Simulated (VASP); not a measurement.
# AlP (F-43m) in VASP: notebook

AlP is run at these levels: PBEsol; tasks: single point.

Everything below comes from runs of VASP 6.6.1. Logs are shortened: lines on timing, memory, paths and dates and some standing lists are left out, and cuts for length are marked.

**1. The cell of the first run**

The structure is cubic, space group F-43m (No. 216). Conventional cell: a = 5.434 Å, b = 5.434 Å, c = 5.434 Å, α = 90.00°, β = 90.00°, γ = 90.00°. Al (site symmetry -43m) has 4 P at 2.35 Å within 3.1 Å. Within 3.1 Å of P (site symmetry -43m) lie 4 Al at 2.35 Å.

**2. Single point, PBEsol (volume scaled by 0.98)**

File INCAR:

```
PREC = Accurate
ENCUT = 500
EDIFF = 1E-6
ISMEAR = 0
SIGMA = 0.01
LREAL = False
LASPH = True
NELM = 120
ALGO = Normal
ISIF = 2
LWAVE = False
LCHARG = False
GGA = PS
NBANDS = 11
GGA_COMPAT = False
```

File KPOINTS:

```
Automatic mesh
0
Gamma
  8 8 8
```

File POSCAR:

```
AlP
1.0
    0.0000000000      2.7168153219      2.7168153219
    2.7168153219      0.0000000000      2.7168153219
    2.7168153219      2.7168153219      0.0000000000
Al P
1 1
Direct
    0.0000000000      0.0000000000      0.0000000000
    0.7500000000      0.7500000000      0.7500000000
```

Potentials or basis: VASP PAW PBE potentials, release 64 (Al, P).

On the command line:

```bash
$ cat potpaw_PBE.64/Al/POTCAR potpaw_PBE.64/P/POTCAR > POTCAR
$ mpirun -np 1 vasp_std > vasp.out
```

OUTCAR:

```text
PREC = Accurate
   ENCUT = 500
   EDIFF = 1E-6
   ISMEAR = 0
   LREAL = False
   LASPH = True
   NELM = 120
   ISIF = 2
   GGA = PS

 ion  position               nearest neighbor table
   1  0.000  0.000  0.000-   2 2.35   2 2.35   2 2.35   2 2.35
   2  0.750  0.750  0.750-   1 2.35   1 2.35   1 2.35   1 2.35

  LATTYP: Found a face centered cubic cell.
 ALAT       =     5.4336306438

  Lattice vectors:

 A1 = (   0.0000000000,   2.7168153219,   2.7168153219)
 A2 = (   2.7168153219,   0.0000000000,   2.7168153219)
 A3 = (   2.7168153219,   2.7168153219,   0.0000000000)

Analysis of symmetry for initial positions (statically):
=====================================================================
 Subroutine PRICEL returns:
 Original cell was already a primitive cell.

 Routine SETGRP: Setting up the symmetry group for a
 face centered cubic supercell.

 Subroutine GETGRP returns: Found 24 space group operations
 (whereof 24 operations were pure point group operations)
 out of a pool of 48 trial point group operations.

The static configuration has the point symmetry T_d .

Analysis of symmetry for dynamics (positions and initial velocities):
=====================================================================
 Subroutine PRICEL returns:
 Original cell was already a primitive cell.

 Routine SETGRP: Setting up the symmetry group for a
 face centered cubic supercell.

 Subroutine GETGRP returns: Found 24 space group operations
 (whereof 24 operations were pure point group operations)
 out of a pool of 48 trial point group operations.

The dynamic configuration has the point symmetry T_d .

 Subroutine INISYM returns: Found 24 space group operations
 (whereof 24 operations are pure point group operations),
 and found     1 'primitive' translations

----------------------------------------------------------------------------------------

                                     Primitive cell

  volume of cell :      40.1061

  direct lattice vectors                    reciprocal lattice vectors
     0.000000000  2.716815322  2.716815322    -0.184039009  0.184039009  0.184039009
     2.716815322  0.000000000  2.716815322     0.184039009 -0.184039009  0.184039009
     2.716815322  2.716815322  0.000000000     0.184039009  0.184039009 -0.184039009

  length of vectors
     3.842157075  3.842157075  3.842157075     0.318764914  0.318764914  0.318764914

  position of ions in fractional coordinates (direct lattice)
     0.000000000  0.000000000  0.000000000
     0.750000000  0.750000000  0.750000000

  ion indices of the primitive-cell ions
   primitive index   ion index
                 1           1
                 2           2

----------------------------------------------------------------------------------------

 KPOINTS: Automatic mesh

Automatic generation of k-mesh.
 Grid dimensions read from file:
 generate k-points for:    8    8    8

 Generating k-lattice:

  Cartesian coordinates                     Fractional coordinates (reciprocal lattice)
    -0.023004876  0.023004876  0.023004876     0.125000000  0.000000000  0.000000000
     0.023004876 -0.023004876  0.023004876     0.000000000  0.125000000  0.000000000
     0.023004876  0.023004876 -0.023004876     0.000000000  0.000000000  0.125000000

  Length of vectors
     0.039845614  0.039845614  0.039845614

  Shift w.r.t. Gamma in fractional coordinates (k-lattice)
     0.000000000  0.000000000  0.000000000

 Subroutine IBZKPT returns following result:
 ===========================================

 Found     29 irreducible k-points:

 Following reciprocal coordinates:
            Coordinates               Weight
  0.000000  0.000000  0.000000      1.000000
  0.125000  0.000000  0.000000      8.000000
  0.250000  0.000000  0.000000      8.000000
  0.375000  0.000000  0.000000      8.000000
  0.500000  0.000000  0.000000      4.000000
  0.125000  0.125000  0.000000      6.000000
[... 16 lines left out ...]
  0.500000  0.250000  0.125000     48.000000
 -0.375000  0.250000  0.125000     24.000000
 [... further k-points ...]
   k-points           NKPTS =     29   k-points in BZ     NKDIM =     29   number of bands    NBANDS=     11
   number of dos      NEDOS =    301   number of ions     NIONS =      2
   total plane-waves  NPLWV =  21952
   dimension x,y,z NGX =    28 NGY =   28 NGZ =   28
   dimension x,y,z NGXF=    56 NGYF=   56 NGZF=   56
   ions per type =               1   1
   NGX,Y,Z   is equivalent  to a cutoff of  12.12, 12.12, 12.12 a.u.
   NGXF,Y,Z  is equivalent  to a cutoff of  24.23, 24.23, 24.23 a.u.
 SYSTEM =  unknown system
   PREC   = accura    normal or accurate (medium, high low for compatibility)
   ISTART =      0    job   : 0-new  1-cont  2-samecut
   ICHARG =      2    charge: 1-file 2-atom 10-const
   ISPIN  =      1    spin polarized calculation?
   LNONCOLLINEAR =      F non collinear calculations
   LSORBIT =      F    spin-orbit coupling
[... 32 lines left out ...]
   LEPSILON=     F    determine dielectric tensor
   LRPA    =     F    only Hartree local field effects (RPA)
 non-spin polarized calculation
 Gauss-broadening in eV      SIGMA  =   0.01
  energy-cutoff  :      500.00
  volume of cell :       40.11
 maximum number of plane-waves:      1036
   NGX = 13   NGY = 13   NGZ = 13

 number of electron       8.0000000 magnetization

 Free energy of the ion-electron system (eV)
  ---------------------------------------------------
  ext. energy  EPLUGINS =         0.00000000
  ---------------------------------------------------
  free energy    TOTEN  =       -10.99023561 eV

  energy without entropy =      -10.99023561  energy(sigma->0) =      -10.99023561

 E-fermi :   4.7124     XC(G=0):  -9.4208

 val. band max:        4.6694970443   @ k =   0.0000   0.0000   0.0000
 cond. band min:       6.0788279545   @ k =   0.5000   0.5000   0.0000
 fundamental gap:      1.4093309103
 Fermi energy:         4.7123545510

 k-point     1 :       0.0000    0.0000    0.0000
  band No.  band energies     occupation
      1      -6.9427      2.00000
      2       4.6695      2.00000
      3       4.6695      2.00000
      4       4.6695      2.00000
      5       7.9954      0.00000
      6       9.2017      0.00000
      7       9.2017      0.00000
      8       9.2017      0.00000
      9      13.4888      0.00000
     10      13.4888      0.00000
     11      14.8687      0.00000

 k-point     2 :       0.1250    0.0000    0.0000
  band No.  band energies     occupation
      1      -6.7662      2.00000
      2       3.4231      2.00000
      3       4.5177      2.00000
      4       4.5177      2.00000
      5       8.3841      0.00000
      6       9.4906      0.00000
      7       9.4906      0.00000
      8       9.7574      0.00000
      9      12.9716      0.00000
     10      12.9716      0.00000
     11      15.4926      0.00000

 k-point     3 :       0.2500    0.0000    0.0000
  band No.  band energies     occupation
      1      -6.2682      2.00000
      2       1.4362      2.00000
      3       4.2179      2.00000
      4       4.2179      2.00000
      5       7.9755      0.00000
      6       9.7872      0.00000
      7       9.7872      0.00000
      8      11.6060      0.00000
      9      12.9485      0.00000
     10      12.9485      0.00000
     11      14.9075      0.00000

 k-point     4 :       0.3750    0.0000    0.0000
  band No.  band energies     occupation
      1      -5.5943      2.00000
      2      -0.2434      2.00000
      3       3.9795      2.00000
      4       3.9795      2.00000
      5       7.5934      0.00000
      6       9.5729      0.00000
      7       9.5729      0.00000
      8      12.7346      0.00000
      9      14.3761      0.00000
     10      14.3761      0.00000
     11      15.2687      0.00000
[... 239 lines left out ...]
 k-point    22 :       0.3750    0.2500    0.1250
  band No.  band energies     occupation
      1      -5.8460      2.00000
      2       1.1242      2.00000
      3       2.7156      2.00000
      4       3.7331      2.00000
      5       8.4569      0.00000
      6       9.4759      0.00000
      7      10.0559      0.00000
      8      11.4841      0.00000
      9      13.0086      0.00000
     10      15.4836      0.00000
     11      17.5966      0.00000

 k-point    23 :       0.5000    0.2500    0.1250
  band No.  band energies     occupation
      1      -5.2273      2.00000
      2      -0.0170      2.00000
      3       2.1398      2.00000
      4       3.3358      2.00000
      5       8.5507      0.00000
      6       9.4147      0.00000
      7      10.6788      0.00000
      8      11.7662      0.00000
      9      14.1539      0.00000
     10      16.0157      0.00000
     11      17.4819      0.00000

 k-point    24 :      -0.3750    0.2500    0.1250
  band No.  band energies     occupation
      1      -4.8849      2.00000
      2      -0.5980      2.00000
      3       2.0060      2.00000
      4       3.1416      2.00000
      5       8.5475      0.00000
      6       9.1394      0.00000
      7      11.5555      0.00000
      8      12.3541      0.00000
      9      13.6667      0.00000
     10      16.0968      0.00000
     11      17.4645      0.00000

 [... further k-points ...]
[... 5 lines left out ...]
  --------------------------------------------------------------------------------------
  -------------------------------------------------------------------------------------
  Total        0.4697111      0.4697111      0.4697111      0.0000000     -0.0000000      0.0000000
  in kB       18.7642428     18.7642428     18.7642428      0.0000000     -0.0000000      0.0000000
  external PRESSURE =      18.7642428 kB  Pullay stress =       0.0000000 kB

 VOLUME and BASIS-vectors are now :
 -----------------------------------------------------------------------------
  energy-cutoff  :      500.00
  volume of cell :       40.11
      direct lattice vectors                 reciprocal lattice vectors
     0.000000000  2.716815322  2.716815322    -0.184039009  0.184039009  0.184039009
     2.716815322  0.000000000  2.716815322     0.184039009 -0.184039009  0.184039009
     2.716815322  2.716815322  0.000000000     0.184039009  0.184039009 -0.184039009

 POSITION                                       TOTAL-FORCE (eV/Angst)
 -----------------------------------------------------------------------------------
      0.00000      0.00000      0.00000        -0.000000     -0.000000     -0.000000
      4.07522      4.07522      4.07522         0.000000      0.000000      0.000000
 -----------------------------------------------------------------------------------
    total drift:                               -0.000000     -0.000000     -0.000000

  FREE ENERGIE OF THE ION-ELECTRON SYSTEM (eV)
  ---------------------------------------------------
  free  energy   TOTEN  =       -10.9902356135 eV

  energy  without entropy=      -10.9902356135  energy(sigma->0) =      -10.99023561
```

It took 4.8 s on 1 thread of Intel Xeon 6975P-C (Granite Rapids), shared host; peak memory 0.15 GiB.

Results:

- Free energy: -10.9902 eV
- Pressure: 1.9 GPa
- Band gap on the k mesh: 1.41 eV, indirect (least direct gap 3.33 eV)

Levels at points of the mesh, in eV from the valence-band top:
```tsv
k point	band 1	band 2	band 3	band 4	band 5	band 6	band 7	band 8
(0.00, 0.00, 0.00)	-11.61	0.00	0.00	0.00	3.33	4.53	4.53	4.53
(0.50, 0.00, 0.00)	-9.88	-5.65	-0.78	-0.78	2.79	4.75	4.75	8.12
(0.50, 0.50, 0.00)	-9.19	-5.39	-2.15	-2.15	1.41	2.36	11.12	11.12
```

Caveat: the cell differs from its parent crystal (volume scaled by 0.98); the PAW data sets were made with another functional, which shifts forces and pressure a little.

**3. Single point, PBEsol**

This run uses another cell than the first one, of 20.46 Å³/atom, 1.020 times its volume.

File INCAR:

```
PREC     = Accurate       # precision mode
ENCUT    = 500            # plane-wave cutoff, eV
EDIFF    = 1E-6           # SCF threshold, eV
ISMEAR   = 0              # smearing method
SIGMA    = 0.02           # smearing width, eV
LREAL    = False          # projectors in reciprocal space
LASPH    = True           # aspherical terms in the spheres
NELM     = 120            # most SCF steps
ALGO     = Normal         # electronic algorithm
ISIF     = 2              # what is computed and relaxed
LWAVE    = False          # write WAVECAR
LCHARG   = False          # write CHGCAR
GGA      = PS             # functional
NBANDS   = 11             # bands
GGA_COMPAT= False
```

File KPOINTS:

```
regular mesh
0
Gamma
  8 8 8
```

File POSCAR:

```
AlP
1.0
    0.0000000000      2.7351727390      2.7351727390
    2.7351727390      0.0000000000      2.7351727390
    2.7351727390      2.7351727390      0.0000000000
Al P
1 1
Direct
    0.0000000000      0.0000000000      0.0000000000
    0.7500000000      0.7500000000      0.7500000000
```

Potentials or basis: VASP PAW PBE potentials, release 64 (Al, P).

On the command line:

```bash
$ cat potpaw_PBE.64/Al/POTCAR potpaw_PBE.64/P/POTCAR > POTCAR
$ mpirun -np 1 vasp_std > vasp.out
```

Wall time 4.9 s (1 thread of Intel Xeon 6975P-C (Granite Rapids), shared host); peak memory 0.15 GiB.

It converged, with:

* Free energy: -10.9952 eV
* Pressure: 0.0 GPa
* Band gap on the k mesh: 1.45 eV, indirect (least direct gap 3.16 eV)

Levels at points of the mesh, in eV from the valence-band top:
```
           k point  band 2  band 3  band 4  band 5  band 6  band 7
(0.00, 0.00, 0.00)    0.00    0.00    0.00    3.16    4.50    4.50
(0.50, 0.00, 0.00)   -5.56   -0.76   -0.76    2.71    4.75    4.75
(0.50, 0.50, 0.00)   -5.32   -2.11   -2.11    1.45    2.37   10.94
```

Caveat: the PAW data sets were made with another functional, which shifts forces and pressure a little. PBEsol gaps usually lie below the measured ones, often by a third to a half.

**4. Single point, PBEsol (volume scaled by 1.02)**

File INCAR:

```
PREC = Accurate
ENCUT = 500
EDIFF = 1E-6
ISMEAR = 0
SIGMA = 0.01
LREAL = F
LASPH = T
NELM = 120
ALGO = Normal
ISIF = 2
LWAVE = F
LCHARG = F
GGA = PS
NBANDS = 11
GGA_COMPAT = F
```

KPOINTS is that of step 3.

File POSCAR:

```
AlP
1.0
    0.0000000000      2.7532869936      2.7532869936
    2.7532869936      0.0000000000      2.7532869936
    2.7532869936      2.7532869936      0.0000000000
Al P
1 1
Direct
    0.0000000000      0.0000000000      0.0000000000
    0.7500000000      0.7500000000      0.7500000000
```

On the command line:

```bash
$ cat potpaw_PBE.64/Al/POTCAR potpaw_PBE.64/P/POTCAR > POTCAR
$ mpirun -np 1 vasp_std > vasp.out
```

Wall time 4.8 s (1 thread of Intel Xeon 6975P-C (Granite Rapids), shared host); peak memory 0.15 GiB.

It converged, with:

```yaml
Free_energy: -10.9912 eV
Pressure: -1.6 GPa
Band_gap_on_the_k_mesh: 1.49 eV, indirect (least direct gap 2.99 eV)
```

Levels at points of the mesh, in eV from the valence-band top:
```
           k point  band 1  band 2  band 3  band 4  band 5  band 6  band 7  band 8  band 9
(0.00, 0.00, 0.00)  -11.38    0.00    0.00    0.00    2.99    4.48    4.48    4.48    8.77
(0.50, 0.00, 0.00)   -9.75   -5.47   -0.75   -0.75    2.64    4.74    4.74    8.01   11.43
(0.50, 0.50, 0.00)   -9.10   -5.25   -2.07   -2.07    1.49    2.38   10.78   10.78   11.67
```

Caveat: the cell differs from its parent crystal (volume scaled by 1.02); the PAW data sets were made with another functional, which shifts forces and pressure a little.

**5. Single point, PBEsol**

This run uses another cell than the first one, of 17.14 Å³/atom, 0.855 times its volume.

File INCAR:

```
ALGO = Normal
EDIFF = 1E-6
ENCUT = 500
GGA = PS
GGA_COMPAT = False
ISIF = 2
ISMEAR = 0
LASPH = True
LCHARG = False
LREAL = False
LWAVE = False
NBANDS = 11
NELM = 120
PREC = Accurate
SIGMA = 0.01
```

File KPOINTS:

```
k-points
0
Gamma
  10 10 10
```

File POSCAR:

```
AlP
1.0
    0.0000000000      2.5784997516      2.5784997516
    2.5784997516      0.0000000000      2.5784997516
    2.5784997516      2.5784997516      0.0000000000
Al P
1 1
Direct
    0.0000000000      0.0000000000      0.0000000000
    0.7500000000      0.7500000000      0.7500000000
```

On the command line:

```bash
$ cat potpaw_PBE.64/Al/POTCAR potpaw_PBE.64/P/POTCAR > POTCAR
$ mpirun -np 1 vasp_std > vasp.out
```

Wall time 7.1 s (1 thread of Intel Xeon 6975P-C (Granite Rapids), shared host); peak memory 0.15 GiB.

Results (log left out):

| Quantity | Value |
| --- | --- |
| Free energy | -10.6000 eV |
| Pressure | 22.1 GPa |
| Band gap on the k mesh | 1.05 eV, indirect (least direct gap 3.54 eV) |

Levels at points of the mesh, in eV from the valence-band top:
| k point | band 1 | band 2 | band 3 | band 4 | band 5 | band 6 | band 7 | band 8 |
| --- | --- | --- | --- | --- | --- | --- | --- | --- |
| (0.00, 0.00, 0.00) | -12.61 | 0.00 | 0.00 | 0.00 | 4.69 | 4.74 | 4.74 | 4.74 |
| (0.50, 0.00, 0.00) | -10.45 | -6.42 | -0.87 | -0.87 | 3.37 | 4.75 | 4.75 | 8.50 |
| (0.50, 0.50, 0.00) | -9.59 | -5.98 | -2.50 | -2.50 | 1.05 | 2.26 | 12.38 | 12.38 |

Caveat: the PAW data sets were made with another functional, which shifts forces and pressure a little. A hybrid or GW would open this gap; PBEsol tends to underestimate it.

**6. Single point, PBEsol**

This run uses another cell than the first one, of 18.47 Å³/atom, 0.921 times its volume.

File INCAR:

```
SYSTEM = AlP
ALGO = Normal ; EDIFF = 1E-6
ENCUT = 500 ; GGA = PS
GGA_COMPAT = .FALSE. ; ISIF = 2
ISMEAR = 0 ; LASPH = .TRUE.
LCHARG = .FALSE. ; LREAL = .FALSE.
LWAVE = .FALSE. ; NBANDS = 11
NELM = 120 ; PREC = Accurate
SIGMA = 0.01
```

File KPOINTS:

```
k-points
0
G
  10 10 10
  0 0 0
```

File POSCAR:

```
AlP
1.0
    0.0000000000      2.6433227776      2.6433227776
    2.6433227776      0.0000000000      2.6433227776
    2.6433227776      2.6433227776      0.0000000000
Al P
1 1
Direct
    0.0000000000      0.0000000000      0.0000000000
    0.7500000000      0.7500000000      0.7500000000
```

Potentials or basis: VASP PAW PBE potentials, release 64 (Al, P).

On the command line:

```bash
$ cat potpaw_PBE.64/Al/POTCAR potpaw_PBE.64/P/POTCAR > POTCAR
$ mpirun -np 1 vasp_std > vasp.out
```

Run time: 6.7 s. Hardware: 1 thread of Intel Xeon 6975P-C (Granite Rapids), shared host; peak memory 0.15 GiB.

It converged, with:

| Quantity | Value |
| --- | --- |
| Free energy | -10.8692 eV |
| Pressure | 11.0 GPa |
| Band gap on the k mesh | 1.23 eV, indirect (least direct gap 3.56 eV) |

Levels at points of the mesh, in eV from the valence-band top:
```tsv
k point	band 1	band 2	band 3	band 4	band 5	band 6	band 7	band 8
(0.00, 0.00, 0.00)	-12.11	0.00	0.00	0.00	4.03	4.64	4.64	4.64
(0.50, 0.00, 0.00)	-10.16	-6.04	-0.82	-0.82	3.10	4.76	4.76	8.33
(0.50, 0.50, 0.00)	-9.39	-5.69	-2.33	-2.33	1.23	2.32	11.81	11.81
```

Caveat: the PAW data sets were made with another functional, which shifts forces and pressure a little.

**7. The runs side by side**

```tsv
cell	k mesh	smearing	gap on the mesh (eV)	pressure (GPa)
a = 3.842 Å, angles 60.0°, 2 atoms	8 × 8 × 8	gaussian 0.01 eV	1.41	1.9
a = 3.868 Å, angles 60.0°, 2 atoms	8 × 8 × 8	gaussian 0.02 eV	1.45	0.0
a = 3.894 Å, angles 60.0°, 2 atoms	8 × 8 × 8	gaussian 0.01 eV	1.49	-1.6
a = 3.647 Å, angles 60.0°, 2 atoms	10 × 10 × 10	gaussian 0.01 eV	1.05	22.1
a = 3.738 Å, angles 60.0°, 2 atoms	10 × 10 × 10	gaussian 0.01 eV	1.23	11.0
```

Alike in all rows: task single point; level PBEsol; potentials or basis VASP PAW PBE potentials, release 64 (Al, P); no spin polarisation; cutoff (eV) 500.

Caveats: the PAW data sets were made with another functional, which shifts forces and pressure a little.

Absolute energies hang on the potentials; compare differences alone.
